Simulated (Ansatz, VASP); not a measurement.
## Two plane-wave programs on NaCl

INCAR

```
SYSTEM = NaCl
PREC     = Accurate       ! precision mode
ENCUT    = 520            ! plane-wave cutoff, eV
EDIFF    = 1E-6           ! SCF threshold, eV
ISMEAR   = -1             ! smearing method
SIGMA    = 0.02           ! smearing width, eV
LREAL    = .FALSE.        ! projectors in reciprocal space
LASPH    = .TRUE.         ! aspherical terms in the spheres
NELM     = 80             ! most SCF steps
ALGO     = Normal         ! electronic algorithm
ISIF     = 2              ! what is computed and relaxed
LWAVE    = .FALSE.        ! write WAVECAR
LCHARG   = .FALSE.        ! write CHGCAR
GGA      = PE             ! functional
NBANDS   = 22             ! bands
```

File KPOINTS:

```
Automatic mesh
0
G
  12 12 4
  0 0 0
```

Contents of POSCAR:

```
NaCl
1.0
    3.8922714912      0.0000000000      0.0000000000
   -1.9461357456      3.3708059898      0.0000000000
    0.0000000000      0.0000000000      6.7368163433
Na Cl
2 2
Direct
    0.0000000000      0.0000000000      0.0000000000
    0.0000000000      0.0000000000      0.5000000000
    0.3333333333      0.6666666667      0.2500000000
    0.6666666667      0.3333333333      0.7500000000
```

Input for Ansatz:

```yaml
crystal:
  lattice:
    - [3.8922714912, 0.0, 0.0]
    - [-1.9461357456, 3.3708059898, 0.0]
    - [0.0, 0.0, 6.7368163433]
  atoms:
    - { symbol: Na, position: [0.0, 0.0, 0.0] }
    - { symbol: Na, position: [0.0, 0.0, 0.5] }
    - { symbol: Cl, position: [0.3333333333, 0.6666666667, 0.25] }
    - { symbol: Cl, position: [0.6666666667, 0.3333333333, 0.75] }
kpoints:
  mp_grid: { grid: [12, 12, 4] }
  band_path:
    path:
      - [[0.0, 0.0, 0.0], [0.5, 2.070021531477e-17, 0.0], [0.3333333333333, 0.3333333333333, 0.0], [0.0, 0.0, 0.0], [0.0, 0.0, 0.5], [0.5, 2.070021531477e-17, 0.5], [0.3333333333333, 0.3333333333333, 0.5], [0.0, 0.0, 0.5]]
      - [[0.5, 2.070021531477e-17, 0.5], [0.5, 2.070021531477e-17, 0.0]]
      - [[0.3333333333333, 0.3333333333333, 0.5], [0.3333333333333, 0.3333333333333, 0.0]]
    npoints: 10
hamiltonian:
  xc: pbe
scf:
  occupations: { method: fermi_dirac, width: 0.02 }
  n_extra_bands: 5
output:
  forces: true
  stress: true
  eigenvalues: true
```

Alike in both runs: task single point; functional PBE; k mesh 12 × 12 × 4; occupations fermi-dirac, width 0.02 eV; no spin polarisation.

|  | VASP | Ansatz |
| --- | --- | --- |
| version | VASP 6.6.1 | Ansatz 0.2.0 |
| potentials or method | VASP PAW PBE potentials, release 64 (Na_pv, Cl) | plane waves, PAW |
| plane-wave cutoff (eV) | 520 | 420 |
| valence electrons in the cell | 28 | 32 |

Ansatz gave:

- gap on the k mesh at the Fermi level (eV): 5.07
- pressure (GPa): 1.3

Which values does VASP return?

gap on the k mesh at the Fermi level (eV): 5.07; pressure (GPa): 1.2.

VASP's potentials hold 28 valence electrons a cell and Ansatz's 32, so a difference there can come from the potentials and not from the codes.
